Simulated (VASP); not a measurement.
# GaSb3 (Imm2) in VASP: further runs, part 2 of 2

VASP 6.6.1. The steps go on from the part before.

## Step 3: Single point, PBEsol+D3(BJ) (atoms displaced along several vibrational modes)

Input file INCAR:

```
ALGO = Normal ; EDIFF = 1E-6
ENCUT = 520 ; GGA = PS
ISIF = 2 ; ISMEAR = 0
IVDW = 12 ; LASPH = True
LCHARG = False ; LREAL = False
LWAVE = False ; NBANDS = 22
NELM = 80 ; PREC = Accurate
SIGMA = 0.15
```

Input file KPOINTS:

```
k-points
0
Gamma
  10 10 10
```

Input file POSCAR:

```
GaSb3
1.0
    0.0000000000      3.5857729617      3.5857729617
    3.5857729617      0.0000000000      3.5857729617
    3.5857729617      3.5857729617      0.0000000000
Ga Sb
1 3
Direct
    0.0211948723     -0.0211948723     -0.0211948723
    0.2575808016      0.2424191984      0.2424191984
    0.7347126499      0.7652873501      0.7652873501
    0.4955698034      0.5044301966      0.5044301966
```

Potentials or basis: VASP PAW PBE potentials, release 64 (Ga_d, Sb).

Launch:

```
cat potpaw_PBE.64/Ga_d/POTCAR potpaw_PBE.64/Sb/POTCAR > POTCAR
mpirun -np 1 vasp_std > vasp.out
```

OUTCAR:

```text
EDIFF = 1E-6
   ENCUT = 520
   GGA = PS
   ISIF = 2
   ISMEAR = 0
   IVDW = 12
   LASPH = True
   LREAL = False
   NELM = 80
   PREC = Accurate
 IVDW          = 12

 ion  position               nearest neighbor table
   1  0.021  0.979  0.979-   3 2.96   3 2.96   2 3.05   2 3.05   2 3.16   2 3.16   3 3.26   3 3.26

   2  0.258  0.242  0.242-   1 3.05   1 3.05   4 3.06   4 3.06   4 3.16   4 3.16   1 3.16   1 3.16
                             3 3.42   3 3.59   3 3.59   3 3.59   3 3.59   3 3.75
   3  0.735  0.765  0.765-   1 2.96   1 2.96   4 3.06   4 3.06   4 3.15   4 3.15   1 3.26   1 3.26
                             2 3.42   2 3.59   2 3.59   2 3.59   2 3.59   2 3.75
   4  0.496  0.504  0.504-   2 3.06   2 3.06   3 3.06   3 3.06   3 3.15   3 3.15   2 3.16   2 3.16

  LATTYP: Found a face centered cubic cell.
 ALAT       =     7.1715459234

  Lattice vectors:

 A1 = (   0.0000000000,   3.5857729617,   3.5857729617)
 A2 = (   3.5857729617,   0.0000000000,   3.5857729617)
 A3 = (   3.5857729617,   3.5857729617,   0.0000000000)

Analysis of symmetry for initial positions (statically):
=====================================================================
 Subroutine PRICEL returns:
 Original cell was already a primitive cell.

 Routine SETGRP: Setting up the symmetry group for a
 face centered cubic supercell.

 Subroutine GETGRP returns: Found  4 space group operations
 (whereof  4 operations were pure point group operations)
 out of a pool of 48 trial point group operations.

The static configuration has the point symmetry C_2v.

Analysis of symmetry for dynamics (positions and initial velocities):
=====================================================================
 Subroutine PRICEL returns:
 Original cell was already a primitive cell.

 Routine SETGRP: Setting up the symmetry group for a
 face centered cubic supercell.

 Subroutine GETGRP returns: Found  4 space group operations
 (whereof  4 operations were pure point group operations)
 out of a pool of 48 trial point group operations.

The dynamic configuration has the point symmetry C_2v.

 Subroutine INISYM returns: Found  4 space group operations
 (whereof  4 operations are pure point group operations),
 and found     1 'primitive' translations

----------------------------------------------------------------------------------------

                                     Primitive cell

  volume of cell :      92.2101

  direct lattice vectors                    reciprocal lattice vectors
     0.000000000  3.585772962  3.585772962    -0.139439949  0.139439949  0.139439949
     3.585772962  0.000000000  3.585772962     0.139439949 -0.139439949  0.139439949
     3.585772962  3.585772962  0.000000000     0.139439949  0.139439949 -0.139439949

  length of vectors
     5.071048754  5.071048754  5.071048754     0.241517077  0.241517077  0.241517077

  position of ions in fractional coordinates (direct lattice)
     0.021194872  0.978805128  0.978805128
     0.257580802  0.242419198  0.242419198
     0.734712650  0.765287350  0.765287350
     0.495569803  0.504430197  0.504430197

  ion indices of the primitive-cell ions
   primitive index   ion index
                 1           1
                 2           2
                 3           3
                 4           4
[... 26 lines left out ...]

 Following reciprocal coordinates:
            Coordinates               Weight
  0.000000  0.000000  0.000000      1.000000
  0.100000  0.000000  0.000000      4.000000
  0.000000  0.100000  0.000000      4.000000
  0.200000  0.000000  0.000000      4.000000
  0.000000  0.200000  0.000000      4.000000
  0.300000  0.000000  0.000000      4.000000
[... 16 lines left out ...]
  0.000000  0.400000  0.100000      4.000000
  0.100000  0.000000  0.400000      8.000000
 [... further k-points ...]
   k-points           NKPTS =    171   k-points in BZ     NKDIM =    171   number of bands    NBANDS=     22
   number of dos      NEDOS =    301   number of ions     NIONS =      4
   total plane-waves  NPLWV =  64000
   dimension x,y,z NGX =    40 NGY =   40 NGZ =   40
   dimension x,y,z NGXF=    80 NGYF=   80 NGZF=   80
   ions per type =               1   3
   NGX,Y,Z   is equivalent  to a cutoff of  13.11, 13.11, 13.11 a.u.
   NGXF,Y,Z  is equivalent  to a cutoff of  26.23, 26.23, 26.23 a.u.
 SYSTEM =  unknown system
   PREC   = accura    normal or accurate (medium, high low for compatibility)
   ISTART =      0    job   : 0-new  1-cont  2-samecut
   ICHARG =      2    charge: 1-file 2-atom 10-const
   ISPIN  =      1    spin polarized calculation?
   LNONCOLLINEAR =      F non collinear calculations
   LSORBIT =      F    spin-orbit coupling
   LASPH  =      T    aspherical Exc in radial PAW
   ENCUT  =  520.0 eV  38.22 Ry    6.18 a.u.   9.43  9.43  9.43*2*pi/ulx,y,z
   NELM   =     80;   NELMIN=  2; NELMDL= -5     # of ELM steps
   EDIFF  = 0.1E-05   stopping-criterion for ELM
   LREAL  =      F    real-space projection
   EDIFFG = 0.1E-04   stopping-criterion for IOM
   NSW    =      0    number of steps for IOM
   IBRION =     -1    ionic relax: 0-MD 1-quasi-New 2-CG
   NFREE  =      0    steps in history (QN), initial steepest desc. (CG)
   ISIF   =      2    stress and relaxation
   ISYM   =      2    0-nonsym 1-usesym 2-fastsym
   POTIM  = 0.5000    time-step for ionic-motion
   TEBEG  =    0.0;   TEEND  =   0.0 temperature during run
   PSTRESS=    0.0 pullay stress
   NELECT =      28.0000    total number of electrons
   NUPDOWN=      -1.0000    fix difference up-down
   EMIN   =  10.00;   EMAX   =-10.00  energy-range for DOS
   EFERMI =   0.00;   METHOD = LEGACY
   ISMEAR =     0;   SIGMA  =   0.15  broadening in eV -4-tet -1-fermi 0-gaus
   EFERMI_NEDOS =   21; number of points for ismear=-14 and -15
   IALGO  =     38    algorithm
   IMIX   =      4    mixing-type and parameters
     AMIX     =   0.40;   BMIX     =  1.00
     AMIX_MAG =   1.60;   BMIX_MAG =  1.00
  volume/ion in A,a.u.               =      23.05       155.57
  Fermi-wavevector in a.u.,A,eV,Ry     =   1.100360  2.079379 16.473821  1.210792
  Thomas-Fermi vector in A             =   2.236770
   LORBIT       =      0    0 simple, 1 ext, 2 COOP (PROOUT), +10 PAW based schemes
   GGA     = PS    functional components
   LHFCALC =     F    Hartree Fock is set to
   AEXX    =    0.0000 exact exchange contribution
   IVDW    =    12    specifies the selected vdW correction
   LEPSILON=     F    determine dielectric tensor
   LRPA    =     F    only Hartree local field effects (RPA)
 non-spin polarized calculation
 Gauss-broadening in eV      SIGMA  =   0.15
  energy-cutoff  :      520.00
  volume of cell :       92.21
 maximum number of plane-waves:      2511
 NGX is ok and might be reduce to    40
   NGX = 19   NGY = 19   NGZ = 19

 number of electron      28.0000001 magnetization

 Free energy of the ion-electron system (eV)
  ---------------------------------------------------
  ext. energy  EPLUGINS =         0.00000000
  ---------------------------------------------------
  free energy    TOTEN  =       -16.29137432 eV

  energy without entropy =      -16.27437678  energy(sigma->0) =      -16.28287555

 E-fermi :   8.7277     XC(G=0): -10.8255

 val. band max:        8.7237614576   @ k =   0.4000   0.2000   0.1000
 cond. band min:       8.7395816548   @ k =  -0.1000   0.1000   0.0000
 fundamental gap:      0.0158201972
 Fermi energy:         8.7276789270

 k-point     1 :       0.0000    0.0000    0.0000
  band No.  band energies     occupation
      1      -6.0132      2.00000
      2      -6.0099      2.00000
      3      -6.0091      2.00000
      4      -5.9904      2.00000
      5      -5.9886      2.00000
      6      -4.6181      2.00000
[... 589 lines left out ...]
     21      14.3164      0.00000
     22      15.1882      0.00000

 [... further k-points ...]

------------------------ aborting loop because EDIFF is reached ----------------------------------------

 Edisp (eV)   -1.97326

 E8    (eV) :    -1.3574

  FORCE on cell =-STRESS in cart. coord.  units (eV):
  Direction    XX          YY          ZZ          XY          YZ          ZX
  --------------------------------------------------------------------------------------
  -------------------------------------------------------------------------------------
  Total       0.38823     0.37057     0.37057     0.00000    -0.37605     0.00000
  in kB       6.74565     6.43872     6.43872     0.00000    -6.53404     0.00000
  external pressure =        6.54 kB  Pullay stress =        0.00 kB

 VOLUME and BASIS-vectors are now :
 -----------------------------------------------------------------------------
  energy-cutoff  :      520.00
  volume of cell :       92.21
      direct lattice vectors                 reciprocal lattice vectors
     0.000000000  3.585772962  3.585772962    -0.139439949  0.139439949  0.139439949
     3.585772962  0.000000000  3.585772962     0.139439949 -0.139439949  0.139439949
     3.585772962  3.585772962  0.000000000     0.139439949  0.139439949 -0.139439949

 POSITION                                       TOTAL-FORCE (eV/Angst)
 -----------------------------------------------------------------------------------
      7.01955      3.58577      3.58577         0.374308      0.000000      0.000000
      1.73852      1.79289      1.79289         0.241559      0.000000      0.000000
      5.48829      5.37866      5.37866        -0.461045      0.000000      0.000000
      3.61754      3.58577      3.58577        -0.154821     -0.000000     -0.000000
 -----------------------------------------------------------------------------------
    total drift:                                0.000413     -0.000002     -0.000002

  FREE ENERGIE OF THE ION-ELECTRON SYSTEM (eV)
  ---------------------------------------------------
  free  energy   TOTEN  =       -18.2646371188 eV

  energy  without entropy=      -18.2476395782  energy(sigma->0) =      -18.25613835
```

OSZICAR:

```text
N       E                     dE             d eps       ncg     rms          rms(c)
DAV:   1     0.169043424864E+03    0.16904E+03   -0.11554E+04  7590   0.142E+03
DAV:   2     0.456536077340E+00   -0.16859E+03   -0.16175E+03  8244   0.342E+02
DAV:   3    -0.158635393125E+02   -0.16320E+02   -0.15789E+02  9252   0.859E+01
DAV:   4    -0.163336508344E+02   -0.47011E+00   -0.46846E+00  8524   0.150E+01
DAV:   5    -0.163448098626E+02   -0.11159E-01   -0.11157E-01  9644   0.242E+00    0.386E+00
DAV:   6    -0.163058646984E+02    0.38945E-01   -0.50832E-02  9852   0.262E+00    0.217E+00
DAV:   7    -0.162918803106E+02    0.13984E-01   -0.28725E-02  9796   0.134E+00    0.178E-01
DAV:   8    -0.162914009916E+02    0.47932E-03   -0.29094E-03  8852   0.525E-01    0.568E-02
DAV:   9    -0.162913775442E+02    0.23447E-04   -0.17524E-04  9324   0.851E-02    0.204E-02
DAV:  10    -0.162913745450E+02    0.29992E-05   -0.15522E-05  8838   0.335E-02    0.732E-03
DAV:  11    -0.162913743184E+02    0.22659E-06   -0.98420E-07  5880   0.722E-03
   1 F= -.18264637E+02 E0= -.18256138E+02  d E =-.169975E-01
```

Run time: 6.4 min. Hardware: 1 thread of Intel Xeon 8259CL, shared host; peak memory 0.49 GiB.

Results:

```yaml
Free_energy: -18.2646 eV
Pressure: 0.7 GPa
Largest_force: 0.461 eV/Å
Band_gap_on_the_k_mesh: zero (bands 14 and 15 overlap by 4.03 eV)
Dispersion_energy_per_atom: -0.493 eV
```

Forces in eV/Å, atoms in the order of the input:
```
Ga   0.374  0.000  0.000
Sb   0.242  0.000  0.000
Sb  -0.461  0.000  0.000
Sb  -0.155  0.000  0.000
```

Stress tensor (GPa, compression positive):
```
 0.67  0.00  0.00
 0.00  0.64 -0.65
 0.00 -0.65  0.64
```

Caveat: the cell differs from its parent crystal (atoms displaced along several vibrational modes); the PAW data sets were made with another functional, which shifts forces and pressure a little; spin-orbit coupling is left out, which moves the levels of the heavy elements.
